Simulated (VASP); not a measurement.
**AlGaOs: relaxation of cell and atoms with PBE**

Crystal: AlGaOs.

```
Al Ga Os
1.0
    -1.60408    1.60408    4.14688
     1.60408   -1.60408    4.14688
     1.60408    1.60408   -4.14688
Al Ga Os
1 1 1
Direct
  0.33709 0.33709 0.00000
  0.66497 0.66497 0.00000
  0.99793 0.99793 0.00000
```

```yaml
Program: VASP 6.6.1
Task: relaxation of cell and atoms
Functional: PBE
Potentials_or_basis: VASP PAW PBE potentials, release 64 (Al, Ga_d, Os)
Cutoff: 600 eV
k_mesh: 16 × 16 × 16
Occupations: gaussian, width 0.01 eV
Spin: no spin polarisation
Dipole_correction: no
Further_INCAR_settings: ALGO = Normal; EDIFF = 1e-06; IBRION = 2; EDIFFG = -0.001; NSW = 80; ISIF = 3
```

The relaxed volume is 14.23 Å³/atom, the relaxed cell is a = 4.728 Å, b = 4.728 Å, c = 4.728 Å, α = 140.33°, β = 140.33°, γ = 57.36° and the space group after relaxing (to 0.1 Å) is I4mm (No. 107). The energy gained by relaxing is 0.0 meV/atom and the ionic steps are 18. The pressure after relaxing is 0.0 GPa.

Final structure:
```
Al Ga Os
1.0
    -1.60427    1.60427    4.14753
     1.60427   -1.60427    4.14753
     1.60427    1.60427   -4.14753
Al Ga Os
1 1 1
Direct
  0.33712 0.33712 0.00000
  0.66503 0.66503 0.00000
  0.99785 0.99785 0.00000
```

Levels at points of the mesh, in eV from the Fermi level:
| k point | band 10 | band 11 | band 12 | band 13 | band 14 | band 15 |
| --- | --- | --- | --- | --- | --- | --- |
| (0.00, 0.00, 0.00) | -2.28 | -2.15 | -0.83 | 2.87 | 5.41 | 5.41 |
| (0.50, 0.00, 0.00) | -2.93 | -2.66 | -1.28 | 0.71 | 3.06 | 5.95 |
| (0.50, 0.50, 0.00) | -3.38 | -2.11 | -0.56 | 0.56 | 1.74 | 2.88 |
| (0.50, 0.50, 0.50) | -1.49 | -1.49 | -0.81 | 2.08 | 2.08 | 6.40 |

It took 16 min on 1 thread of Intel(R) Xeon(R) 6975P-C (Granite Rapids), on a shared host, peak memory 0.55 GiB.

Caveat: spin-orbit coupling is left out, which moves the levels of the heavy elements.
